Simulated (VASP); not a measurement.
# Bi3Te2: relaxation of cell and atoms with PBE

Crystal: Bi3Te2.

```
Bi Te
1.0
     4.85895    0.00000    0.00000
    -2.42948    4.20797    0.00000
     0.00000    0.00000    7.55974
Bi Te
3 2
Cartesian
  0.0000 0.0000 0.0000
  0.0000 2.8053 4.8760
  2.4295 1.4027 2.6837
  0.0000 2.8053 1.8521
  2.4295 1.4027 5.7076
```

```json
{"Program": "VASP 6.6.1", "Task": "relaxation of cell and atoms", "Functional": "PBE", "Potentials or basis": "VASP PAW PBE potentials, release 64 (Bi_d, Te)", "Cutoff": "600 eV", "k mesh": "6 × 6 × 2", "Occupations": "gaussian, width 0.1 eV", "Spin": "no spin polarisation", "Dipole correction": "no", "Further INCAR settings": "ALGO = Normal; EDIFF = 1e-06; IBRION = 2; EDIFFG = -0.04; NSW = 90; ISIF = 3"}
```

```yaml
Relaxed_volume: 36.63 Å³/atom
Relaxed_cell: a = 5.566 Å, b = 5.566 Å, c = 6.827 Å, α = 90.00°, β = 90.00°, γ = 120.00°
Space_group_after_relaxing_to_0.1_Å: P-3m1 (No. 164)
Energy_gained_by_relaxing: 441.8 meV/atom
Ionic_steps: 48
Pressure_after_relaxing: 0.1 GPa
Largest_force_after_relaxing: 0.032 eV/Å
Band_gap_on_the_k_mesh: zero (an odd number of electrons rules out a gap without spin polarisation)
```

Forces on the atoms (eV/Å):
```
Bi   0.000  0.000  0.000
Bi   0.000  0.000 -0.020
Bi   0.000  0.000  0.020
Te   0.000  0.000  0.032
Te   0.000  0.000 -0.032
```

Stress tensor (GPa, compression positive):
```
0.06 0.00 0.00
0.00 0.06 0.00
0.00 0.00 0.14
```

Step by step:
| step | energy change (eV) | largest force (eV/Å) | pressure (GPa) | volume (Å³) |
| --- | --- | --- | --- | --- |
| 1 | 0.0000 | 1.8800 | 11.27 | 154.57 |
| 3 | -1.1296 | 0.5558 | -0.53 | 187.75 |
| 5 | -1.4337 | 0.5617 | -0.26 | 179.92 |
| 7 | -1.5925 | 0.8478 | 0.67 | 173.50 |
| 9 | -1.6661 | 0.8788 | 0.80 | 171.82 |
| 11 | -1.6161 | 0.7944 | 0.29 | 176.47 |
| 13 | -1.8888 | 0.5485 | -0.24 | 174.43 |
| 15 | -1.9507 | 0.3436 | -0.07 | 174.93 |
| 17 | -1.9990 | 0.2726 | 0.46 | 173.91 |
| 19 | -2.0476 | 0.0714 | 2.74 | 169.37 |
| 21 | -2.0666 | 0.1632 | 1.91 | 171.07 |
| 23 | -2.1094 | 0.1861 | 1.43 | 173.05 |
| 25 | -2.1498 | 0.2804 | -0.37 | 181.05 |
| 27 | -2.1595 | 0.2692 | 0.18 | 178.52 |
| 29 | -2.1727 | 0.2507 | 0.08 | 178.99 |
| 31 | -2.1743 | 0.1387 | -0.18 | 181.08 |
| 33 | -2.1942 | 0.1452 | 0.02 | 180.00 |
| 35 | -2.1999 | 0.0813 | 0.29 | 179.85 |
| 37 | -2.2023 | 0.1101 | -0.10 | 181.78 |
| 39 | -2.2062 | 0.0527 | 0.04 | 182.22 |
| 41 | -2.2071 | 0.0518 | 0.13 | 182.54 |
| 43 | -2.2084 | 0.0487 | -0.06 | 183.65 |
| 45 | -2.2089 | 0.0440 | 0.02 | 183.33 |
| 47 | -2.2090 | 0.0407 | 0.09 | 183.07 |
| 48 | -2.2092 | 0.0321 | 0.09 | 183.17 |

Final structure:
```
Bi Te
1.0
     5.56612    0.00000    0.00000
    -2.78306    4.82040    0.00000
     0.00000    0.00000    6.82669
Bi Te
3 2
Direct
  0.00000 0.00000 0.00000
  0.33333 0.66667 0.75271
  0.66667 0.33333 0.24729
  0.33333 0.66667 0.20977
  0.66667 0.33333 0.79023
```

Levels at points of the mesh, in eV from the Fermi level:
```
           k point  band 27  band 28  band 29  band 30  band 31  band 32
(0.00, 0.00, 0.00)    -2.10    -2.10    -0.47     0.80     0.80     2.00
(0.50, 0.00, 0.00)    -0.70     0.49     1.28     1.40     1.53     2.35
(0.00, 0.00, 0.50)    -2.36    -1.83    -0.62    -0.15     0.35     0.35
(0.50, 0.00, 0.50)    -0.66    -0.59     0.32     0.89     1.35     1.38
```

Run time: 27 min on 1 thread of Intel(R) Xeon(R) 6975P-C (Granite Rapids) (shared host), peak memory 0.35 GiB.

Caveat: the k points lie up to 0.46 Å⁻¹ apart in the final cell, too coarse for converged energies and pressures of a metal; the volume moved by over 15 % at a fixed basis, so the end points are rough; spin-orbit coupling is left out, which moves the levels of the heavy elements; this functional lacks dispersion, which binds layers or chains, so the pressure and a relaxed spacing across them are unreliable.
